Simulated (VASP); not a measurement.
A run of VASP 6.6.1 is set up as follows.

Contents of INCAR:

```
ALGO     = Normal         # electronic algorithm
EDIFF    = 1E-7           # SCF threshold, eV
ENCUT    = 520            # plane-wave cutoff, eV
GGA      = PS             # functional
ISIF     = 2              # what is computed and relaxed
ISMEAR   = 1              # smearing method
IVDW     = 12             # dispersion correction
LASPH    = True           # aspherical terms in the spheres
LCHARG   = False          # write CHGCAR
LREAL    = False          # projectors in reciprocal space
LWAVE    = False          # write WAVECAR
NBANDS   = 26             # bands
NELM     = 80             # most SCF steps
PREC     = Accurate       # precision mode
SIGMA    = 0.3            # smearing width, eV
```

KPOINTS

```
Automatic mesh
0
Gamma
  6 6 4
  0.5 0.5 0.5
```

POSCAR

```
TiSe
1.0
    4.1117763931      0.0000000000      0.0000000000
    0.0000000000      4.1117763931      0.0000000000
    0.0000000000      0.0000000000      4.6359844225
Ti Se
2 2
Direct
    0.5000000000      0.5000000000      0.0000000000
    0.0000000000      0.0000000000      0.0000000000
    0.5000000000      0.0000000000      0.3038761421
    0.0000000000      0.5000000000      0.6961238579
```

Potentials or basis: VASP PAW PBE potentials, release 64 (Ti_sv, Se).

The run is started by

```bash
$ cat potpaw_PBE.64/Ti_sv/POTCAR potpaw_PBE.64/Se/POTCAR > POTCAR
$ mpirun -np 1 vasp_std > vasp.out
```

Q: What does it give for the pressure?

A: 0.3 GPa.

Q: What does it give for the dispersion energy per atom?

A: -0.455 eV.

Q: Estimate the band gap on the k mesh.

A: Zero (bands 18 and 19 overlap by 0.80 eV).

Q: What does it give for the largest force?

A: 0.013 eV/Å.

Stress tensor (GPa, compression positive):
```
0.17 0.00 0.00
0.00 0.17 0.00
0.00 0.00 0.54
```

Caveat: so wide a smearing shifts energies and pressures; the PAW data sets were made with another functional, which shifts forces and pressure a little.
